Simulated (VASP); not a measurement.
# Nb (Im-3m) in VASP: further runs

Aim: see how the results for Nb move with the level of theory and the settings. Levels: PBE, revPBE+D3(BJ)+U. Tasks: single point.

Everything below comes from runs of VASP 6.6.1. Logs are shortened: lines on timing, memory, paths and dates and some standing lists are left out, and cuts for length are marked.

### 1 The cell of the first run

The structure is cubic, space group Im-3m (No. 229). Conventional cell: a = 3.318 Å, b = 3.318 Å, c = 3.318 Å, α = 90.00°, β = 90.00°, γ = 90.00°. Within 3.8 Å of Nb (site symmetry m-3m) lie 14 Nb at 2.87 to 3.32 Å.

### 2 Single point, PBE, collinear spin

INCAR reads:

```
  ALGO = Normal
  EDIFF = 1E-7
  ENCUT = 520
  GGA = PE
  ISIF = 2
  ISMEAR = 0
  ISPIN = 2
  LASPH = T
  LCHARG = T
  LELF = T
  LMAXMIX = 4
  LORBIT = 11
  LREAL = F
  LVHAR = T
  LWAVE = F
  MAGMOM = 1
  NBANDS = 16
  NELM = 150
  PREC = Accurate
  SIGMA = 0.1
```

KPOINTS reads:

```
k-points
0
Gamma
  2 2 2
```

POSCAR reads:

```
Nb
1.0
   -1.6588161896      1.6588161896      1.6588161896
    1.6588161896     -1.6588161896      1.6588161896
    1.6588161896      1.6588161896     -1.6588161896
Nb
1
Direct
    0.0000000000      0.0000000000      0.0000000000
```

Potentials or basis: VASP PAW PBE potentials, release 64 (Nb_sv).

The run is started by

```
cat potpaw_PBE.64/Nb_sv/POTCAR > POTCAR
mpirun -np 1 vasp_std > vasp.out
```

OUTCAR:

```text
EDIFF = 1E-7
   ENCUT = 520
   GGA = PE
   ISIF = 2
   ISMEAR = 0
   ISPIN = 2
   LASPH = T
   LORBIT = 11
   LREAL = F
   NELM = 150
   PREC = Accurate

 ion  position               nearest neighbor table
   1  0.000  0.000  0.000-

  LATTYP: Found a body centered cubic cell.
 ALAT       =     3.3176323792

  Lattice vectors:

 A1 = (  -1.6588161896,   1.6588161896,   1.6588161896)
 A2 = (   1.6588161896,  -1.6588161896,   1.6588161896)
 A3 = (   1.6588161896,   1.6588161896,  -1.6588161896)

Analysis of symmetry for initial positions (statically):
=====================================================================
 Subroutine PRICEL returns:
 Original cell was already a primitive cell.

 Routine SETGRP: Setting up the symmetry group for a
 body centered cubic supercell.

 Subroutine GETGRP returns: Found 48 space group operations
 (whereof 48 operations were pure point group operations)
 out of a pool of 48 trial point group operations.

The static configuration has the point symmetry O_h .

Analysis of symmetry for dynamics (positions and initial velocities):
=====================================================================
 Subroutine PRICEL returns:
 Original cell was already a primitive cell.

 Routine SETGRP: Setting up the symmetry group for a
 body centered cubic supercell.

 Subroutine GETGRP returns: Found 48 space group operations
 (whereof 48 operations were pure point group operations)
 out of a pool of 48 trial point group operations.

The dynamic configuration has the point symmetry O_h .

Analysis of structural, dynamic, and magnetic symmetry:
=====================================================================
 Subroutine PRICEL returns:
 Original cell was already a primitive cell.

 Routine SETGRP: Setting up the symmetry group for a
 body centered cubic supercell.

 Subroutine GETGRP returns: Found 48 space group operations
 (whereof 48 operations were pure point group operations)
 out of a pool of 48 trial point group operations.

The overall configuration has the point symmetry O_h .

 Subroutine INISYM returns: Found 48 space group operations
 (whereof 48 operations are pure point group operations),
 and found     1 'primitive' translations

----------------------------------------------------------------------------------------

                                     Primitive cell

  volume of cell :      18.2581

  direct lattice vectors                    reciprocal lattice vectors
    -1.658816190  1.658816190  1.658816190     0.000000000  0.301419773  0.301419773
     1.658816190 -1.658816190  1.658816190     0.301419773  0.000000000  0.301419773
     1.658816190  1.658816190 -1.658816190     0.301419773  0.301419773  0.000000000

  length of vectors
     2.873153921  2.873153921  2.873153921     0.426271932  0.426271932  0.426271932

  position of ions in fractional coordinates (direct lattice)
     0.000000000  0.000000000  0.000000000

  ion indices of the primitive-cell ions
   primitive index   ion index
                 1           1

----------------------------------------------------------------------------------------

 KPOINTS: k-points

Automatic generation of k-mesh.
 Grid dimensions read from file:
 generate k-points for:    2    2    2

 Generating k-lattice:

  Cartesian coordinates                     Fractional coordinates (reciprocal lattice)
     0.000000000  0.150709887  0.150709887     0.500000000  0.000000000  0.000000000
     0.150709887  0.000000000  0.150709887     0.000000000  0.500000000  0.000000000
     0.150709887  0.150709887  0.000000000     0.000000000  0.000000000  0.500000000

  Length of vectors
     0.213135966  0.213135966  0.213135966

  Shift w.r.t. Gamma in fractional coordinates (k-lattice)
     0.000000000  0.000000000  0.000000000

 Subroutine IBZKPT returns following result:
 ===========================================

 Found      3 irreducible k-points:

 Following reciprocal coordinates:
            Coordinates               Weight
  0.000000  0.000000  0.000000      1.000000
  0.500000  0.000000  0.000000      6.000000
  0.500000  0.500000  0.500000      1.000000
   k-points           NKPTS =      3   k-points in BZ     NKDIM =      3   number of bands    NBANDS=     16
   number of dos      NEDOS =    301   number of ions     NIONS =      1
   total plane-waves  NPLWV =  13824
   dimension x,y,z NGX =    24 NGY =   24 NGZ =   24
   dimension x,y,z NGXF=    48 NGYF=   48 NGZF=   48
   ions per type =               1
   NGX,Y,Z   is equivalent  to a cutoff of  13.89, 13.89, 13.89 a.u.
   NGXF,Y,Z  is equivalent  to a cutoff of  27.77, 27.77, 27.77 a.u.
 SYSTEM =  unknown system
   PREC   = accura    normal or accurate (medium, high low for compatibility)
   ISTART =      0    job   : 0-new  1-cont  2-samecut
   ICHARG =      2    charge: 1-file 2-atom 10-const
   ISPIN  =      2    spin polarized calculation?
   LNONCOLLINEAR =      F non collinear calculations
   LSORBIT =      F    spin-orbit coupling
   LASPH  =      T    aspherical Exc in radial PAW
   ENCUT  =  520.0 eV  38.22 Ry    6.18 a.u.   5.34  5.34  5.34*2*pi/ulx,y,z
   NELM   =    150;   NELMIN=  2; NELMDL= -5     # of ELM steps
   EDIFF  = 0.1E-06   stopping-criterion for ELM
   LREAL  =      F    real-space projection
   EDIFFG = 0.1E-05   stopping-criterion for IOM
   NSW    =      0    number of steps for IOM
   IBRION =     -1    ionic relax: 0-MD 1-quasi-New 2-CG
   NFREE  =      0    steps in history (QN), initial steepest desc. (CG)
   ISIF   =      2    stress and relaxation
   ISYM   =      2    0-nonsym 1-usesym 2-fastsym
   POTIM  = 0.5000    time-step for ionic-motion
   TEBEG  =    0.0;   TEEND  =   0.0 temperature during run
   PSTRESS=    0.0 pullay stress
   NELECT =      13.0000    total number of electrons
   NUPDOWN=      -1.0000    fix difference up-down
   EMIN   =  10.00;   EMAX   =-10.00  energy-range for DOS
   EFERMI =   0.00;   METHOD = LEGACY
   ISMEAR =     0;   SIGMA  =   0.10  broadening in eV -4-tet -1-fermi 0-gaus
   EFERMI_NEDOS =   21; number of points for ismear=-14 and -15
   IALGO  =     38    algorithm
   IMIX   =      4    mixing-type and parameters
     AMIX     =   0.40;   BMIX     =  1.00
     AMIX_MAG =   1.60;   BMIX_MAG =  1.00
  volume/ion in A,a.u.               =      18.26       123.21
  Fermi-wavevector in a.u.,A,eV,Ry     =   1.461855  2.762506 29.075930  2.137021
  Thomas-Fermi vector in A             =   2.578137
   LORBIT       =     11    0 simple, 1 ext, 2 COOP (PROOUT), +10 PAW based schemes
   GGA     = PE    functional components
   LHFCALC =     F    Hartree Fock is set to
   AEXX    =    0.0000 exact exchange contribution
   IVDW    =     0    specifies the selected vdW correction
   LEPSILON=     F    determine dielectric tensor
   LRPA    =     F    only Hartree local field effects (RPA)
 spin polarized calculation
 Gauss-broadening in eV      SIGMA  =   0.10
  energy-cutoff  :      520.00
  volume of cell :       18.26
 maximum number of plane-waves:       531
 NGX is ok and might be reduce to    24
   NGX = 11   NGY = 11   NGZ = 11

 number of electron      12.9999999 magnetization       0.5000104

 Free energy of the ion-electron system (eV)
  ---------------------------------------------------
  ext. energy  EPLUGINS =         0.00000000
  ---------------------------------------------------
  free energy    TOTEN  =       -11.31964064 eV

  energy without entropy =      -11.30035785  energy(sigma->0) =      -11.30999924

 E-fermi :  12.8629     XC(G=0): -12.3607

 val. band max:       12.8324819645   @ k =   0.5000   0.0000   0.0000
 cond. band min:      13.7107517054   @ k =   0.5000   0.0000   0.0000
 fundamental gap:      0.8782697409
 Fermi energy:        12.8629389839

 spin component 1

 k-point     1 :       0.0000    0.0000    0.0000
  band No.  band energies     occupation
      1     -43.2553      1.00000
      2     -18.5684      1.00000
      3     -18.5684      1.00000
      4     -18.5684      1.00000
      5       4.7434      1.00000
      6      11.4413      1.00000
[... 8 lines left out ...]
     15      35.3437      0.00000
     16      38.6352      0.00000

 k-point     2 :       0.5000    0.0000    0.0000
  band No.  band energies     occupation
      1     -43.0194      1.00000
      2     -19.8927      1.00000
      3     -18.9832      1.00000
      4     -18.5821      1.00000
      5       7.1636      1.00000
      6       9.3792      1.00000
[... 8 lines left out ...]
     15      35.0371      0.00000
     16      36.2207      0.00000

 k-point     3 :       0.5000    0.5000    0.5000
  band No.  band energies     occupation
      1     -42.8553      1.00000
      2     -19.4701      1.00000
      3     -19.4701      1.00000
      4     -19.4701      1.00000
      5       7.1667      1.00000
      6       7.1667      1.00000
[... 8 lines left out ...]
     15      31.1356      0.00000
     16      32.9674      0.00000
 Fermi energy:        12.8629389839

 spin component 2

 k-point     1 :       0.0000    0.0000    0.0000
  band No.  band energies     occupation
      1     -43.1790      1.00000
      2     -18.5190      1.00000
      3     -18.5190      1.00000
      4     -18.5190      1.00000
      5       5.5234      1.00000
      6      11.5443      1.00000
[... 8 lines left out ...]
     15      36.4118      0.00000
     16      39.0149      0.00000

 k-point     2 :       0.5000    0.0000    0.0000
  band No.  band energies     occupation
      1     -42.9468      1.00000
      2     -19.8127      1.00000
      3     -18.9306      1.00000
      4     -18.5292      1.00000
      5       7.6622      1.00000
      6       9.6007      1.00000
[... 8 lines left out ...]
     15      35.8221      0.00000
     16      36.8931      0.00000

 k-point     3 :       0.5000    0.5000    0.5000
  band No.  band energies     occupation
      1     -42.7835      1.00000
      2     -19.4104      1.00000
      3     -19.4104      1.00000
      4     -19.4104      1.00000
      5       7.7095      1.00000
      6       7.7095      1.00000
[... 8 lines left out ...]
     15      31.7940      0.00000
     16      33.1577      0.00000

------------------------ aborting loop because EDIFF is reached ----------------------------------------

  FORCE on cell =-STRESS in cart. coord.  units (eV):
  Direction    XX          YY          ZZ          XY          YZ          ZX
  --------------------------------------------------------------------------------------
  -------------------------------------------------------------------------------------
  Total       -2.5370322     -2.5370322     -2.5370322      0.0000000     -0.0000000      0.0000000
  in kB     -222.6290208   -222.6290208   -222.6290208      0.0000000     -0.0000000      0.0000000
  external PRESSURE =    -222.6290208 kB  Pullay stress =       0.0000000 kB

 VOLUME and BASIS-vectors are now :
 -----------------------------------------------------------------------------
  energy-cutoff  :      520.00
  volume of cell :       18.26
      direct lattice vectors                 reciprocal lattice vectors
    -1.658816190  1.658816190  1.658816190     0.000000000  0.301419773  0.301419773
     1.658816190 -1.658816190  1.658816190     0.301419773  0.000000000  0.301419773
     1.658816190  1.658816190 -1.658816190     0.301419773  0.301419773  0.000000000

 POSITION                                       TOTAL-FORCE (eV/Angst)
 -----------------------------------------------------------------------------------
      0.00000      0.00000      0.00000         0.000000      0.000000      0.000000
 -----------------------------------------------------------------------------------
    total drift:                               -0.000000      0.000000      0.000000

  FREE ENERGIE OF THE ION-ELECTRON SYSTEM (eV)
  ---------------------------------------------------
  free  energy   TOTEN  =       -11.3196406365 eV

  energy  without entropy=      -11.3003578465  energy(sigma->0) =      -11.30999924

 total charge

# of ion       s       p       d       tot
------------------------------------------
    1        2.196   5.956   2.640  10.791

 magnetization (x)

# of ion       s       p       d       tot
------------------------------------------
    1       -0.002   0.121  -0.036   0.082
```

Run time: 5.7 s. Hardware: 1 thread of AMD EPYC 7R13, shared host; peak memory 0.11 GiB.

What came out:

| Quantity | Value |
| --- | --- |
| Free energy | -11.3196 eV |
| Pressure | -22.3 GPa |
| Net moment | 0.50 μB per cell |
| Site moments | Nb +0.08 μB |
| Valence electrons inside the program's atomic spheres | Nb 10.79 |

Caveat: the k points lie up to 1.34 Å⁻¹ apart.

### 3 Single point, revPBE+D3(BJ)+U

INCAR reads:

```
SYSTEM = Nb
PREC = Accurate ; ENCUT = 520
EDIFF = 1E-6 ; ISMEAR = 0
SIGMA = 0.1 ; LREAL = .False.
LASPH = .True. ; NELM = 150
ALGO = Fast ; ISIF = 2
LWAVE = .False. ; LCHARG = .False.
LMAXMIX = 4 ; LDAU = .True.
LDAUTYPE = 2 ; LDAUL = 2
LDAUU = 5.5 ; LDAUJ = 0
LDAUPRINT = 1 ; GGA = RE
IVDW = 12 ; NBANDS = 12
```

KPOINTS reads:

```
regular mesh
0
Gamma
  6 6 6
  0 0 0
```

POSCAR is that of step 2.

Potentials or basis: VASP PAW PBE potentials, release 64 (Nb_sv).

The run is started by

```
cat potpaw_PBE.64/Nb_sv/POTCAR > POTCAR
mpirun -np 1 vasp_std > vasp.out
```

OUTCAR:

```text
SYSTEM = Nb
   PREC = Accurate
   ENCUT = 520
   EDIFF = 1E-6
   ISMEAR = 0
   LREAL = .False.
   LASPH = .True.
   NELM = 150
   ISIF = 2
   GGA = RE
   IVDW = 12
 IVDW          = 12

 ion  position               nearest neighbor table
   1  0.000  0.000  0.000-

  LATTYP: Found a body centered cubic cell.
 ALAT       =     3.3176323792

  Lattice vectors:

 A1 = (  -1.6588161896,   1.6588161896,   1.6588161896)
 A2 = (   1.6588161896,  -1.6588161896,   1.6588161896)
 A3 = (   1.6588161896,   1.6588161896,  -1.6588161896)
[... 448 lines left out ...]
     12      19.9250      0.00000

------------------------ aborting loop because EDIFF is reached ----------------------------------------

 Edisp (eV)   -1.33549

 E8    (eV) :    -0.9785

  FORCE on cell =-STRESS in cart. coord.  units (eV):
  Direction    XX          YY          ZZ          XY          YZ          ZX
  --------------------------------------------------------------------------------------
  -------------------------------------------------------------------------------------
  Total       0.46718     0.46718     0.46718    -0.00000    -0.00000     0.00000
  in kB      40.99625    40.99625    40.99625    -0.00000    -0.00000     0.00000
  external pressure =       41.00 kB  Pullay stress =        0.00 kB

 VOLUME and BASIS-vectors are now :
 -----------------------------------------------------------------------------
  energy-cutoff  :      520.00
  volume of cell :       18.26
      direct lattice vectors                 reciprocal lattice vectors
    -1.658816190  1.658816190  1.658816190     0.000000000  0.301419773  0.301419773
     1.658816190 -1.658816190  1.658816190     0.301419773  0.000000000  0.301419773
     1.658816190  1.658816190 -1.658816190     0.301419773  0.301419773  0.000000000

 POSITION                                       TOTAL-FORCE (eV/Angst)
 -----------------------------------------------------------------------------------
      0.00000      0.00000      0.00000         0.000000      0.000000      0.000000
 -----------------------------------------------------------------------------------
    total drift:                               -0.000000      0.000000      0.000000

  FREE ENERGIE OF THE ION-ELECTRON SYSTEM (eV)
  ---------------------------------------------------
  free  energy   TOTEN  =        -6.2518111370 eV

  energy  without entropy=       -6.2284233375  energy(sigma->0) =       -6.24011724
```

OSZICAR:

```text
N       E                     dE             d eps       ncg     rms          rms(c)
DAV:   1     0.121136039696E+03    0.12114E+03   -0.74221E+03   384   0.109E+03
DAV:   2    -0.233604287270E+00   -0.12137E+03   -0.11655E+03   464   0.393E+02
DAV:   3    -0.510595822128E+01   -0.48724E+01   -0.47204E+01   616   0.654E+01
[... 17 lines left out ...]
RMM:  21    -0.491631994333E+01   -0.37095E-05   -0.36484E-05   339   0.252E-02    0.254E-03
RMM:  22    -0.491632242874E+01   -0.24854E-05   -0.25597E-05   320   0.181E-02    0.367E-03
RMM:  23    -0.491632391374E+01   -0.14850E-05   -0.16890E-05   317   0.139E-02    0.553E-03
RMM:  24    -0.491632499394E+01   -0.10802E-05   -0.12215E-05   273   0.101E-02    0.716E-03
RMM:  25    -0.491632580819E+01   -0.81425E-06   -0.78958E-06   273   0.802E-03
   1 F= -.62518111E+01 E0= -.62401172E+01  d E =-.233878E-01
```

stdout:

```text
POSCAR found type information on POSCAR Nb
 POSCAR found :  1 types and       1 ions
 scaLAPACK will be used
 -----------------------------------------------------------------------------
|                                                                             |
|                                                                             |
|     You enforced a specific xc type in the INCAR file but a different       |
|     I HOPE YOU KNOW WHAT YOU ARE DOING!                                     |
|                                                                             |
 -----------------------------------------------------------------------------

 LDA part: xc-table for (Slater+PW92), standard interpolation
 POSCAR, INCAR and KPOINTS ok, starting setup
 FFT: planning ... GRIDC
 FFT: planning ... GRID_SOFT
 FFT: planning ... GRID
 WAVECAR not read
 entering main loop
```

Run time: 9.8 s. Hardware: 1 thread of AMD EPYC 7R13, shared host; peak memory 0.11 GiB.

Results:

* Free energy: -6.2518 eV
* Pressure: 4.1 GPa
* Band gap on the k mesh: zero (an odd number of electrons rules out a gap without spin polarisation)
* Dispersion energy per atom: -1.335 eV

Eigenvalues of the final occupation matrices:
```tsv
site	spin	trace	eigenvalues
site 1 d	1	1.05	0.16 0.16 0.24 0.24 0.24
site 1 d	2	1.05	0.16 0.16 0.24 0.24 0.24
```

Caveat: the k points lie up to 0.45 Å⁻¹ apart, too coarse for converged energies and pressures of a metal; three body term missing; the PAW data sets were made with another functional, which shifts forces and pressure a little; U without spin polarisation on a metal has little footing; the U is typed as a test and isn't derived for this compound.

### 4 Single point, PBE

INCAR reads:

```
PREC     = Accurate       # precision mode
ENCUT    = 520            # plane-wave cutoff, eV
EDIFF    = 1E-7           # SCF threshold, eV
ISMEAR   = 0              # smearing method
SIGMA    = 0.1            # smearing width, eV
LREAL    = F              # projectors in reciprocal space
LASPH    = T              # aspherical terms in the spheres
NELM     = 60             # most SCF steps
ALGO     = Normal         # electronic algorithm
ISIF     = 2              # what is computed and relaxed
LWAVE    = F              # write WAVECAR
LCHARG   = F              # write CHGCAR
GGA      = PE             # functional
NBANDS   = 12             # bands
```

KPOINTS reads:

```
Automatic mesh
0
Gamma
  10 10 10
```

POSCAR is that of step 3.

The run is started by

```
cat potpaw_PBE.64/Nb_sv/POTCAR > POTCAR
mpirun -np 1 vasp_std > vasp.out
```

Run time: 12 s. Hardware: 1 thread of AMD EPYC 7R13, shared host; peak memory 0.11 GiB.

The run converged. Its results:

```yaml
Free_energy: -10.1966 eV
Pressure: -1.1 GPa
Band_gap_on_the_k_mesh: zero (an odd number of electrons rules out a gap without spin polarisation)
```

Levels at points of the mesh, in eV from the Fermi level:
| k point | band 4 | band 5 | band 6 | band 7 | band 8 | band 9 |
| --- | --- | --- | --- | --- | --- | --- |
| (0.00, 0.00, 0.00) | -29.73 | -5.94 | 0.35 | 0.35 | 0.35 | 3.22 |
| (0.50, 0.00, 0.00) | -29.74 | -3.69 | -1.64 | 2.20 | 3.24 | 3.91 |
| (0.50, 0.50, 0.50) | -30.62 | -3.66 | -3.66 | 5.50 | 5.50 | 5.50 |

### 5 Overview

```csv
level,spin,U,k mesh,gap on the mesh (eV),pressure (GPa)
PBE,collinear,-,2 × 2 × 2,none,-22.3
revPBE+D3(BJ)+U,off,Nb d U = 5.5 eV,6 × 6 × 6,none,4.1
PBE,off,-,10 × 10 × 10,none,-1.1
```

Alike in all rows: task single point; potentials or basis VASP PAW PBE potentials, release 64 (Nb_sv); cell as given; cutoff (eV) 520; smearing gaussian 0.1 eV.

Caveats: some runs use coarse meshes; three body term missing (at least some runs); the PAW data sets were made with another functional, which shifts forces and pressure a little (at least some runs); U without spin polarisation on a metal has little footing (at least some runs); the U is typed as a test and isn't derived for this compound (at least some runs).

Absolute energies hang on the potentials; compare differences alone.
